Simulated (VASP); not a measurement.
Crystal: Ta.

```
CELL_PARAMETERS angstrom
-1.65128 1.65128 1.65128
1.65128 -1.65128 1.65128
1.65128 1.65128 -1.65128
ATOMIC_POSITIONS crystal
Ta 0.00000 0.00000 0.00000
```

```yaml
Program: VASP 6.6.1
Task: relaxation of cell and atoms
Functional: PBEsol
Dispersion: D3(BJ)
Potentials_or_basis: VASP PAW PBE potentials, release 64 (Ta_pv)
Cutoff: 600 eV
k_mesh: 11 × 11 × 11
Occupations: fermi-dirac, width 0.05 eV
Spin: no spin polarisation
```

At the start: pressure -10.7 GPa; volume 18.01 Å³/atom.

Task: Where does the relaxation end?

Result: Over 4 steps the energy falls by 31.7 meV/atom and the volume is 17.11 Å³/atom (-5.0 %); space group Im-3m (No. 229, to 0.05 Å).

Step by step:
| step | energy change (eV) | largest force (eV/Å) | pressure (GPa) | volume (Å³) |
| --- | --- | --- | --- | --- |
| 1 | 0.0000 | 0.0000 | -10.66 | 18.01 |
| 2 | 0.1844 | 0.0000 | 37.64 | 15.06 |
| 3 | -0.0316 | 0.0000 | -0.63 | 17.15 |
| 4 | -0.0317 | 0.0000 | -0.08 | 17.11 |

Final structure:
```cif
data_structure
_symmetry_space_group_name_H-M 'P 1'
_symmetry_Int_Tables_number 1
_cell_length_a 2.8116
_cell_length_b 2.8116
_cell_length_c 2.8116
_cell_angle_alpha 109.471
_cell_angle_beta 109.471
_cell_angle_gamma 109.471
_cell_volume 17.11
loop_
_atom_site_label
_atom_site_type_symbol
_atom_site_fract_x
_atom_site_fract_y
_atom_site_fract_z
_atom_site_occupancy
Ta1 Ta 0.00000 0.00000 0.00000 1
```

Caveat: the PAW data sets were made with another functional, which shifts forces and pressure a little; pairwise dispersion overbinds metals, which lowers pressure and volume.
